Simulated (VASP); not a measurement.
Ti3Al5: single point with PBEsol

Crystal: Ti3Al5.

```
CELL_PARAMETERS angstrom
4.04535 0.00000 0.00000
0.00000 4.04535 0.00000
0.00000 0.00000 8.64657
ATOMIC_POSITIONS crystal
Ti 0.00000 0.00000 0.50000
Ti 0.50000 0.50000 0.00000
Ti 0.50000 0.50000 0.50000
Al 0.00000 0.50000 0.25049
Al 0.00000 0.50000 0.74951
Al 0.50000 0.00000 0.25049
Al 0.50000 0.00000 0.74951
Al 0.00000 0.00000 0.00000
```

| Item | Value |
| --- | --- |
| Program | VASP 6.6.1 |
| Task | single point |
| Functional | PBEsol |
| Potentials or basis | VASP PAW PBE potentials, release 64 (Ti_sv, Al) |
| Cutoff | 520 eV |
| k mesh | 10 × 10 × 4 |
| Occupations | gaussian, width 0.05 eV |
| Spin | no spin polarisation |
| Dipole correction | no |
| Further INCAR settings | ALGO = Normal; EDIFF = 1e-07; NBANDS = 36 |

```
Pressure      : -11.2 GPa
Largest force : 0.219 eV/Å
```

Forces on the atoms (eV/Å):
```
Ti   0.000  0.000  0.000
Ti   0.000  0.000  0.000
Ti   0.000  0.000  0.000
Al   0.000  0.000  0.219
Al   0.000  0.000 -0.219
Al   0.000  0.000  0.219
Al   0.000  0.000 -0.219
Al   0.000  0.000  0.000
```

Stress tensor (GPa, compression positive):
```
-11.28   0.00   0.00
  0.00 -11.28   0.00
  0.00   0.00 -11.01
```

Levels at points of the mesh, in eV from the Fermi level:
```tsv
k point	band 21	band 22	band 23	band 24	band 25	band 26	band 27	band 28	band 29	band 30
(0.00, 0.00, 0.00)	-1.59	-0.96	-0.96	-0.67	-0.10	0.19	0.19	0.57	0.87	1.39
(0.50, 0.00, 0.00)	-1.11	-0.48	-0.43	-0.35	0.12	0.23	0.35	0.71	0.88	1.20
(0.50, 0.50, 0.00)	-2.43	-1.93	-1.93	-1.31	-1.31	-0.81	-0.12	0.74	1.20	1.36
(0.00, 0.00, 0.50)	-1.08	-1.08	-0.67	-0.37	-0.11	0.44	0.54	0.54	0.57	1.62
(0.50, 0.00, 0.50)	-1.22	-0.29	-0.19	-0.07	0.01	0.18	0.41	0.48	0.70	1.22
(0.50, 0.50, 0.50)	-2.22	-2.22	-1.04	-1.03	-1.03	-0.73	-0.46	1.16	1.19	1.36
```

It took 4.5 min on 1 thread of Intel(R) Xeon(R) Platinum 8559C (Emerald Rapids), with other jobs on the host, peak memory 0.38 GiB.

Caveat: the PAW data sets were made with another functional, which shifts forces and pressure a little.
